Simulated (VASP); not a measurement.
Wanted: the native input for a VASP 6.6.1 run.

- Task: relaxation of cell and atoms
- Functional: PBE
- Potentials or basis: VASP PAW PBE potentials, release 64 (Tl_d, Si)
- Cutoff: 600 eV
- k mesh: 12 × 12 × 12
- Occupations: gaussian, width 0.1 eV
- Spin: no spin polarisation
- Dipole correction: no
- Further INCAR settings: ALGO = Fast; EDIFF = 1e-06; IBRION = 2; EDIFFG = -0.01; NSW = 100; ISIF = 3

The structure of TlSi2 lies in POSCAR:

```
TlSi2
1.0
    1.9064303459      1.1006780734      5.8567091148
   -1.9064303459      1.1006780734      5.8567091148
    0.0000000000     -2.2013561468      5.8567091148
Tl Si
1 2
Direct
    0.7887770830      0.7887770830      0.7887770830
    0.9782700382      0.9782700382      0.9782700382
    0.2669018688      0.2669018688      0.2669018688
```

The cell was generated, and may not be a known phase.

One way to write it, as run:

INCAR

```
PREC     = Accurate       # precision mode
ENCUT    = 600            # plane-wave cutoff, eV
EDIFF    = 1E-6           # SCF threshold, eV
ISMEAR   = 0              # smearing method
SIGMA    = 0.1            # smearing width, eV
LREAL    = False          # projectors in reciprocal space
LASPH    = True           # aspherical terms in the spheres
NELM     = 100            # most SCF steps
ALGO     = Fast           # electronic algorithm
ISIF     = 3              # what is computed and relaxed
LWAVE    = False          # write WAVECAR
LCHARG   = False          # write CHGCAR
GGA      = PE             # functional
IBRION   = 2              # ionic algorithm
NSW      = 100            # ionic steps
EDIFFG   = -0.01          # ionic threshold
```

KPOINTS

```
Automatic mesh
0
Gamma
  12 12 12
```

Potentials or basis: VASP PAW PBE potentials, release 64 (Tl_d, Si).

Launch:

```sh
$ cat potpaw_PBE.64/Tl_d/POTCAR potpaw_PBE.64/Si/POTCAR > POTCAR
$ mpirun -np 1 vasp_std > vasp.out
```

Results of the run:

The relaxed volume is 24.51 Å³/atom, the relaxed cell is a = 6.220 Å, b = 6.220 Å, c = 6.220 Å, α = 35.78°, β = 35.78°, γ = 35.78° and the space group after relaxing (to 0.1 Å) is R3m (No. 160). The energy gained by relaxing is 0.4 meV/atom, the ionic steps are 10 and the pressure after relaxing is 0.0 GPa. The band gap on the k mesh is zero (an odd number of electrons rules out a gap without spin polarisation).

Caveat: spin-orbit coupling is left out, which moves the levels of the heavy elements; an odd number of electrons without spin polarisation forces a metal; a magnetic or distorted state may lie lower.

It took 55 min on 1 thread of Oxide Virtual Turin-like Processor, on a shared host, peak memory 0.52 GiB.
